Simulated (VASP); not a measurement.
The system is Hg.

```
CELL_PARAMETERS angstrom
5.69371 0.00000 0.00000
0.00000 5.69371 0.00000
0.00000 0.00000 5.69371
ATOMIC_POSITIONS crystal
Hg 0.00000 0.00000 0.00000
Hg 0.50000 0.50000 0.50000
Hg 0.25000 0.00000 0.50000
Hg 0.75000 0.00000 0.50000
Hg 0.50000 0.25000 0.00000
Hg 0.50000 0.75000 0.00000
Hg 0.00000 0.50000 0.25000
Hg 0.00000 0.50000 0.75000
```

```yaml
Program: VASP 6.6.1
Task: relaxation of cell and atoms
Functional: PBEsol
Potentials_or_basis: VASP PAW PBE potentials, release 64 (Hg)
Cutoff: 600 eV
k_mesh: 5 × 5 × 5
Occupations: fermi-dirac, width 0.1 eV
Spin: no spin polarisation
```

At the start: pressure 2.2 GPa; volume 23.07 Å³/atom.

Q: How do energy, volume and symmetry change on relaxing?

A: Over 3 steps the energy falls by 8.7 meV/atom and the volume is 24.50 Å³/atom (+6.2 %); space group Pm-3n (No. 223, to 0.1 Å) before and after.

Step by step:
| step | energy change (eV) | largest force (eV/Å) | pressure (GPa) | volume (Å³) |
| --- | --- | --- | --- | --- |
| 1 | 0.0000 | 0.0000 | 2.16 | 184.58 |
| 2 | -0.0657 | 0.0000 | 0.44 | 193.03 |
| 3 | -0.0696 | 0.0000 | -0.02 | 196.01 |

Final structure:
```
Hg
1.0
     5.80893    0.00000    0.00000
     0.00000    5.80893    0.00000
     0.00000    0.00000    5.80893
Hg
8
Direct
  0.00000 0.00000 0.00000
  0.50000 0.50000 0.50000
  0.25000 0.00000 0.50000
  0.75000 0.00000 0.50000
  0.50000 0.25000 0.00000
  0.50000 0.75000 0.00000
  0.00000 0.50000 0.25000
  0.00000 0.50000 0.75000
```

Caveat: the PAW data sets were made with another functional, which shifts forces and pressure a little.
